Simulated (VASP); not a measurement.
A run of VASP 6.6.1:

INCAR

```
SYSTEM = K
GGA = PS
ISMEAR = 2
SIGMA = 0.05
LWAVE = .FALSE.
LCHARG = .FALSE.
NBANDS = 29
PREC = Accurate
LASPH = .TRUE.
LREAL = .FALSE.
ALGO = Normal
EDIFF = 1E-7
NELM = 120
GGA_COMPAT = .FALSE.
ENCUT = 520
```

KPOINTS

```
Automatic mesh
0
Gamma
  11 11 11
  0 0 0
```

KPOINTS_OPT

```
path GHNGPH,PN
12
line-mode
reciprocal
 0.0000000000  0.0000000000  0.0000000000  G
 0.5000000000 -0.5000000000  0.5000000000  H

 0.5000000000 -0.5000000000  0.5000000000  H
 0.0000000000  0.0000000000  0.5000000000  N

 0.0000000000  0.0000000000  0.5000000000  N
 0.0000000000  0.0000000000  0.0000000000  G

 0.0000000000  0.0000000000  0.0000000000  G
 0.2500000000  0.2500000000  0.2500000000  P

 0.2500000000  0.2500000000  0.2500000000  P
 0.5000000000 -0.5000000000  0.5000000000  H

 0.2500000000  0.2500000000  0.2500000000  P
 0.0000000000  0.0000000000  0.5000000000  N
```

Contents of POSCAR:

```
K
1.0
   -2.6975585167      2.6975585167      2.6975585167
    2.6975585167     -2.6975585167      2.6975585167
    2.6975585167      2.6975585167     -2.6975585167
K
1
Direct
    0.0000000000      0.0000000000      0.0000000000
```

Potentials or basis: VASP PAW PBE potentials, release 64 (K_sv).

Launch:

```bash
$ cat potpaw_PBE.64/K_sv/POTCAR > POTCAR
$ mpirun -np 1 vasp_std > vasp.out
```

Hardware: 1 thread of Intel(R) Xeon(R) 6975P-C (Granite Rapids), on a shared host.

**Question.** Estimate the wall time of this run.

**Answer.** Run time: 76 s on 1 thread of Intel(R) Xeon(R) 6975P-C (Granite Rapids), on a shared host, peak memory 0.3 GiB. Counts: k points 56.
